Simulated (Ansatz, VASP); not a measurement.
# One calculation of SnO, two programs

Contents of INCAR:

```
  PREC = Accurate
  ENCUT = 520
  EDIFF = 1E-8
  ISMEAR = -1
  SIGMA = 0.02
  LREAL = False
  LASPH = True
  NELM = 60
  ALGO = Normal
  ISIF = 2
  LWAVE = False
  LCHARG = False
  GGA = CA
  LEFG = True
  NBANDS = 28
```

The input KPOINTS:

```
Automatic mesh
0
Gamma
  6 6 5
```

POSCAR

```
SnO
1.0
    3.8780400000      0.0000000000      0.0000000000
    0.0000000000      3.8780400000      0.0000000000
    0.0000000000      0.0000000000      4.8360000000
Sn O
2 2
Direct
    0.0000000000      0.5000000000      0.2385000000
    0.5000000000      0.0000000000      0.7615000000
    0.0000000000      0.0000000000      0.0000000000
    0.5000000000      0.5000000000      0.0000000000
```

Input for Ansatz:

```yaml
crystal:
  lattice:
    - [3.87804, 0.0, 0.0]
    - [0.0, 3.87804, 0.0]
    - [0.0, 0.0, 4.836]
  atoms:
    - { symbol: Sn, position: [0.0, 0.5, 0.2385] }
    - { symbol: Sn, position: [0.5, 0.0, 0.7615] }
    - { symbol: O, position: [0.0, 0.0, 0.0] }
    - { symbol: O, position: [0.5, 0.5, 0.0] }
kpoints:
  mp_grid: { grid: [6, 6, 5] }
scf:
  occupations: { method: fermi_dirac, width: 0.02 }
hamiltonian:
  xc: lda
  pseudopotentials: { kind: all_electron, datasets: crystal }
output:
  forces: true
  stress: true
  eigenvalues: true
  efg: { contact_densities: true }
```

Change from the starting cell: equal xx and yy strain of +2 %, crystal datasets.

Alike in both runs: task electric field gradients; functional LDA; k mesh 6 × 6 × 5; occupations fermi-dirac, width 0.02 eV; no spin polarisation.

|  | VASP | Ansatz |
| --- | --- | --- |
| version | VASP 6.6.1 | Ansatz 0.2.0 |
| potentials or method | VASP PAW LDA potentials, release 64 (Sn_d, O), cutoff 520 eV | all-electron PAW with datasets made for the crystal, scalar-relativistic |

|  | VASP | Ansatz | Ansatz less VASP |
| --- | --- | --- | --- |
| pressure (GPa) | -6.1 | -6.4 | -0.28 |
| traceless stress, the component that is largest in VASP (GPa) | 1.61 | 1.60 | -0.008 |
| rms of the force components (eV/Å) | 0.230 | 0.269 | +0.0389 |
| size of Vzz on the site where it differs most (V/Å²) | 151.7 | 154.5 | +2.80 |

LDA's correlation is that of Perdew and Zunger in VASP and of Perdew and Wang (1992) in Ansatz. Atom by atom the forces differ by 0.039 eV/Å (rms over components). Ansatz ran all-electron here, and VASP with PAW potentials.
